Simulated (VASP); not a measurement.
# K (Im-3m) in VASP: a series of runs

The runs below take K through single point, with LDA.

All numbers are computed with VASP 6.6.1; they aren't measurements. Logs are shortened: lines on timing, memory, paths and dates and some standing lists are left out, and cuts for length are marked.

## 1. The cell of the first run

The structure is cubic, space group Im-3m (No. 229). Conventional cell: a = 5.048 Å, b = 5.048 Å, c = 5.048 Å, α = 90.00°, β = 90.00°, γ = 90.00°. K (site symmetry m-3m) has 14 K at 4.37 to 5.05 Å within 5.7 Å.

## 2. Single point, LDA

Contents of INCAR:

```
SYSTEM = K
  ALGO = Normal
  EDIFF = 1E-7
  ENCUT = 520
  ISIF = 2
  ISMEAR = 1
  LASPH = .TRUE.
  LCHARG = .FALSE.
  LREAL = .FALSE.
  LWAVE = .FALSE.
  NBANDS = 10
  NELM = 80
  PREC = Accurate
  SIGMA = 0.03
```

Contents of KPOINTS:

```
k-points
0
G
  9 9 9
  0 0 0
```

Contents of POSCAR:

```
K
1.0
   -2.5241928768      2.5241928768      2.5241928768
    2.5241928768     -2.5241928768      2.5241928768
    2.5241928768      2.5241928768     -2.5241928768
K
1
Direct
    0.0000000000      0.0000000000      0.0000000000
```

Potentials or basis: VASP PAW LDA potentials, release 64 (K_sv).

On the command line:

```
> cat potpaw_LDA.64/K_sv/POTCAR > POTCAR
> mpirun -np 1 vasp_std > vasp.out
```

OUTCAR:

```text
SYSTEM = K
   EDIFF = 1E-7
   ENCUT = 520
   ISIF = 2
   ISMEAR = 1
   LASPH = .TRUE.
   LREAL = .FALSE.
   NELM = 80
   PREC = Accurate

 ion  position               nearest neighbor table
   1  0.000  0.000  0.000-

  LATTYP: Found a body centered cubic cell.
 ALAT       =     5.0483857536

  Lattice vectors:

 A1 = (  -2.5241928768,   2.5241928768,   2.5241928768)
 A2 = (   2.5241928768,  -2.5241928768,   2.5241928768)
 A3 = (   2.5241928768,   2.5241928768,  -2.5241928768)

Analysis of symmetry for initial positions (statically):
=====================================================================
 Subroutine PRICEL returns:
 Original cell was already a primitive cell.

 Routine SETGRP: Setting up the symmetry group for a
 body centered cubic supercell.

 Subroutine GETGRP returns: Found 48 space group operations
 (whereof 48 operations were pure point group operations)
 out of a pool of 48 trial point group operations.

The static configuration has the point symmetry O_h .

Analysis of symmetry for dynamics (positions and initial velocities):
=====================================================================
 Subroutine PRICEL returns:
 Original cell was already a primitive cell.

 Routine SETGRP: Setting up the symmetry group for a
 body centered cubic supercell.

 Subroutine GETGRP returns: Found 48 space group operations
 (whereof 48 operations were pure point group operations)
 out of a pool of 48 trial point group operations.

The dynamic configuration has the point symmetry O_h .

 Subroutine INISYM returns: Found 48 space group operations
 (whereof 48 operations are pure point group operations),
 and found     1 'primitive' translations

----------------------------------------------------------------------------------------

                                     Primitive cell

  volume of cell :      64.3321

  direct lattice vectors                    reciprocal lattice vectors
    -2.524192877  2.524192877  2.524192877     0.000000000  0.198083120  0.198083120
     2.524192877 -2.524192877  2.524192877     0.198083120  0.000000000  0.198083120
     2.524192877  2.524192877 -2.524192877     0.198083120  0.198083120  0.000000000

  length of vectors
     4.372030311  4.372030311  4.372030311     0.280131834  0.280131834  0.280131834

  position of ions in fractional coordinates (direct lattice)
     0.000000000  0.000000000  0.000000000

  ion indices of the primitive-cell ions
   primitive index   ion index
                 1           1

----------------------------------------------------------------------------------------

 KPOINTS: k-points

Automatic generation of k-mesh.
 Grid dimensions read from file:
 generate k-points for:    9    9    9

 Generating k-lattice:

  Cartesian coordinates                     Fractional coordinates (reciprocal lattice)
     0.000000000  0.022009236  0.022009236     0.111111111  0.000000000  0.000000000
     0.022009236  0.000000000  0.022009236     0.000000000  0.111111111  0.000000000
     0.022009236  0.022009236  0.000000000     0.000000000  0.000000000  0.111111111

  Length of vectors
     0.031125759  0.031125759  0.031125759

  Shift w.r.t. Gamma in fractional coordinates (k-lattice)
     0.000000000  0.000000000  0.000000000

 Subroutine IBZKPT returns following result:
 ===========================================

 Found     35 irreducible k-points:

 Following reciprocal coordinates:
            Coordinates               Weight
  0.000000  0.000000  0.000000      1.000000
  0.111111  0.000000  0.000000     12.000000
  0.222222  0.000000  0.000000     12.000000
  0.333333  0.000000  0.000000     12.000000
  0.444444  0.000000  0.000000     12.000000
  0.111111  0.111111  0.000000     24.000000
[... 16 lines left out ...]
 -0.333333  0.444444  0.111111     48.000000
 -0.444444 -0.444444  0.111111     24.000000
 [... further k-points ...]
   k-points           NKPTS =     35   k-points in BZ     NKDIM =     35   number of bands    NBANDS=     10
   number of dos      NEDOS =    301   number of ions     NIONS =      1
   total plane-waves  NPLWV =  46656
   dimension x,y,z NGX =    36 NGY =   36 NGZ =   36
   dimension x,y,z NGXF=    72 NGYF=   72 NGZF=   72
   ions per type =               1
   NGX,Y,Z   is equivalent  to a cutoff of  13.69, 13.69, 13.69 a.u.
   NGXF,Y,Z  is equivalent  to a cutoff of  27.38, 27.38, 27.38 a.u.
 SYSTEM =  K
   PREC   = accura    normal or accurate (medium, high low for compatibility)
   ISTART =      0    job   : 0-new  1-cont  2-samecut
   ICHARG =      2    charge: 1-file 2-atom 10-const
   ISPIN  =      1    spin polarized calculation?
   LNONCOLLINEAR =      F non collinear calculations
   LSORBIT =      F    spin-orbit coupling
   LASPH  =      T    aspherical Exc in radial PAW
   ENCUT  =  520.0 eV  38.22 Ry    6.18 a.u.   8.13  8.13  8.13*2*pi/ulx,y,z
   NELM   =     80;   NELMIN=  2; NELMDL= -5     # of ELM steps
   EDIFF  = 0.1E-06   stopping-criterion for ELM
   LREAL  =      F    real-space projection
   EDIFFG = 0.1E-05   stopping-criterion for IOM
   NSW    =      0    number of steps for IOM
   IBRION =     -1    ionic relax: 0-MD 1-quasi-New 2-CG
   NFREE  =      0    steps in history (QN), initial steepest desc. (CG)
   ISIF   =      2    stress and relaxation
   ISYM   =      2    0-nonsym 1-usesym 2-fastsym
   POTIM  = 0.5000    time-step for ionic-motion
   TEBEG  =    0.0;   TEEND  =   0.0 temperature during run
   PSTRESS=    0.0 pullay stress
   NELECT =       9.0000    total number of electrons
   NUPDOWN=      -1.0000    fix difference up-down
   EMIN   =  10.00;   EMAX   =-10.00  energy-range for DOS
   EFERMI =   0.00;   METHOD = LEGACY
   ISMEAR =     1;   SIGMA  =   0.03  broadening in eV -4-tet -1-fermi 0-gaus
   EFERMI_NEDOS =   21; number of points for ismear=-14 and -15
   IALGO  =     38    algorithm
   IMIX   =      4    mixing-type and parameters
     AMIX     =   0.40;   BMIX     =  1.00
     AMIX_MAG =   1.60;   BMIX_MAG =  1.00
  volume/ion in A,a.u.               =      64.33       434.13
  Fermi-wavevector in a.u.,A,eV,Ry     =   0.849858  1.605999  9.826930  0.722259
  Thomas-Fermi vector in A             =   1.965745
   LORBIT       =      0    0 simple, 1 ext, 2 COOP (PROOUT), +10 PAW based schemes
   GGA     = CA    functional components
   LHFCALC =     F    Hartree Fock is set to
   AEXX    =    0.0000 exact exchange contribution
   IVDW    =     0    specifies the selected vdW correction
   LEPSILON=     F    determine dielectric tensor
   LRPA    =     F    only Hartree local field effects (RPA)
 non-spin polarized calculation
 Methfessel and Paxton  Order N= 1 SIGMA  =   0.03
  energy-cutoff  :      520.00
  volume of cell :       64.33
 maximum number of plane-waves:      1754
 NGX is ok and might be reduce to    36
   NGX = 17   NGY = 17   NGZ = 17

 number of electron       9.0000001 magnetization

 Free energy of the ion-electron system (eV)
  ---------------------------------------------------
  ext. energy  EPLUGINS =         0.00000000
  ---------------------------------------------------
  free energy    TOTEN  =        -1.16779322 eV

  energy without entropy =       -1.16765488  energy(sigma->0) =       -1.16774711

 E-fermi :  -0.0517     XC(G=0):  -6.2255

 val. band max:       -0.0687817244   @ k =  -0.3333   0.4444   0.1111
 cond. band min:       0.0266507372   @ k =   0.4444   0.0000   0.0000
 fundamental gap:      0.0954324615
 Fermi energy:        -0.0516612514

 k-point     1 :       0.0000    0.0000    0.0000
  band No.  band energies     occupation
      1     -31.7503      2.00000
      2     -15.4172      2.00000
      3     -15.4172      2.00000
      4     -15.4172      2.00000
      5      -2.3684      2.00000
      6       4.2727      0.00000
      7       4.2727      0.00000
      8       4.2727      0.00000
      9       5.2998      0.00000
     10       5.2998      0.00000

 k-point     2 :       0.1111    0.0000    0.0000
  band No.  band energies     occupation
      1     -31.7493      2.00000
      2     -15.4307      2.00000
      3     -15.4216      2.00000
      4     -15.4173      2.00000
      5      -2.1963      2.00000
      6       4.0403      0.00000
      7       4.0798      0.00000
      8       4.4177      0.00000
      9       5.0776      0.00000
     10       5.2726      0.00000

 k-point     3 :       0.2222    0.0000    0.0000
  band No.  band energies     occupation
      1     -31.7468      2.00000
      2     -15.4645      2.00000
      3     -15.4326      2.00000
      4     -15.4173      2.00000
      5      -1.6972      2.00000
      6       3.2211      0.00000
      7       3.6833      0.00000
      8       4.8448      0.00000
      9       5.0732      0.00000
     10       5.2716      0.00000

 k-point     4 :       0.3333    0.0000    0.0000
  band No.  band energies     occupation
      1     -31.7440      2.00000
      2     -15.5022      2.00000
      3     -15.4451      2.00000
      4     -15.4173      2.00000
      5      -0.9233      2.00000
      6       2.2057      0.00000
      7       3.3277      0.00000
      8       5.1512      0.00000
      9       5.4158      0.00000
     10       5.5297      0.00000
[... 222 lines left out ...]
 k-point    22 :      -0.4444    0.4444    0.1111
  band No.  band energies     occupation
      1     -31.7414      2.00000
      2     -15.5229      2.00000
      3     -15.4582      2.00000
      4     -15.4270      2.00000
      5       0.1717     -0.00000
      6       1.2550      0.00000
      7       3.2044      0.00000
      8       4.3164      0.00000
      9       5.6249      0.00000
     10       6.3882      0.00000

 k-point    23 :      -0.3333    0.4444    0.1111
  band No.  band energies     occupation
      1     -31.7413      2.00000
      2     -15.5096      2.00000
      3     -15.4650      2.00000
      4     -15.4351      2.00000
      5      -0.0688      1.81285
      6       1.8667      0.00000
      7       2.9314      0.00000
      8       4.3466      0.00000
      9       5.2626      0.00000
     10       5.9482      0.00000

 k-point    24 :      -0.4444   -0.4444    0.1111
  band No.  band energies     occupation
      1     -31.7404      2.00000
      2     -15.5184      2.00000
      3     -15.4710      2.00000
      4     -15.4350      2.00000
      5       0.8466      0.00000
      6       0.9696      0.00000
      7       2.7874      0.00000
      8       4.2827      0.00000
      9       5.4284      0.00000
     10       6.1477      0.00000

 [... further k-points ...]

------------------------ aborting loop because EDIFF is reached ----------------------------------------

  FORCE on cell =-STRESS in cart. coord.  units (eV):
  Direction    XX          YY          ZZ          XY          YZ          ZX
  --------------------------------------------------------------------------------------
  -------------------------------------------------------------------------------------
  Total       -0.0138044     -0.0138044     -0.0138044     -0.0000000     -0.0000000      0.0000000
  in kB       -0.3437960     -0.3437960     -0.3437960     -0.0000000     -0.0000000      0.0000000
  external PRESSURE =      -0.3437960 kB  Pullay stress =       0.0000000 kB

 VOLUME and BASIS-vectors are now :
 -----------------------------------------------------------------------------
  energy-cutoff  :      520.00
  volume of cell :       64.33
      direct lattice vectors                 reciprocal lattice vectors
    -2.524192877  2.524192877  2.524192877     0.000000000  0.198083120  0.198083120
     2.524192877 -2.524192877  2.524192877     0.198083120  0.000000000  0.198083120
     2.524192877  2.524192877 -2.524192877     0.198083120  0.198083120  0.000000000

 POSITION                                       TOTAL-FORCE (eV/Angst)
 -----------------------------------------------------------------------------------
      0.00000      0.00000      0.00000        -0.000000      0.000000      0.000000
 -----------------------------------------------------------------------------------
    total drift:                               -0.000000      0.000000      0.000000

  FREE ENERGIE OF THE ION-ELECTRON SYSTEM (eV)
  ---------------------------------------------------
  free  energy   TOTEN  =        -1.1677932224 eV

  energy  without entropy=       -1.1676548823  energy(sigma->0) =       -1.16774711
```

It took 24 s on 1 thread of Intel Xeon 8259CL, shared host; peak memory 0.17 GiB.

What came out:

* Free energy: -1.1678 eV
* Pressure: 0.0 GPa
* Band gap on the k mesh: zero (an odd number of electrons rules out a gap without spin polarisation)

Levels at points of the mesh, in eV from the Fermi level:
```csv
k point,band 1,band 2,band 3,band 4,band 5,band 6,band 7,band 8,band 9
"(0.00, 0.00, 0.00)",-31.70,-15.37,-15.37,-15.37,-2.32,4.32,4.32,4.32,5.35
```

## 3. Single point, LDA

Contents of INCAR:

```
PREC     = Accurate       # precision mode
ENCUT    = 520            # plane-wave cutoff, eV
EDIFF    = 1E-6           # SCF threshold, eV
ISMEAR   = -1             # smearing method
SIGMA    = 0.1            # smearing width, eV
LREAL    = False          # projectors in reciprocal space
LASPH    = True           # aspherical terms in the spheres
NELM     = 100            # most SCF steps
ALGO     = Normal         # electronic algorithm
ISIF     = 2              # what is computed and relaxed
LWAVE    = False          # write WAVECAR
LCHARG   = True           # write CHGCAR
LELF     = True           # ELF
LVHAR    = True         
NBANDS   = 10             # bands
```

Contents of KPOINTS:

```
regular mesh
0
Gamma
  15 15 15
```

POSCAR is that of step 2.

Potentials or basis: VASP PAW LDA potentials, release 64 (K_sv).

On the command line:

```
> cat potpaw_LDA.64/K_sv/POTCAR > POTCAR
> mpirun -np 1 vasp_std > vasp.out
```

Run time: 74 s. Hardware: 1 thread of Intel Xeon 8259CL, shared host; peak memory 0.21 GiB.

It converged, with:

| Property | Result |
| --- | --- |
| Free energy | -1.1770 eV |
| Pressure | 0.0 GPa |
| Band gap on the k mesh | zero (an odd number of electrons rules out a gap without spin polarisation) |

Levels at points of the mesh, in eV from the Fermi level:
| k point | band 1 | band 2 | band 3 | band 4 | band 5 | band 6 | band 7 | band 8 | band 9 |
| --- | --- | --- | --- | --- | --- | --- | --- | --- | --- |
| (0.00, 0.00, 0.00) | -31.75 | -15.42 | -15.42 | -15.42 | -2.37 | 4.27 | 4.27 | 4.27 | 5.30 |
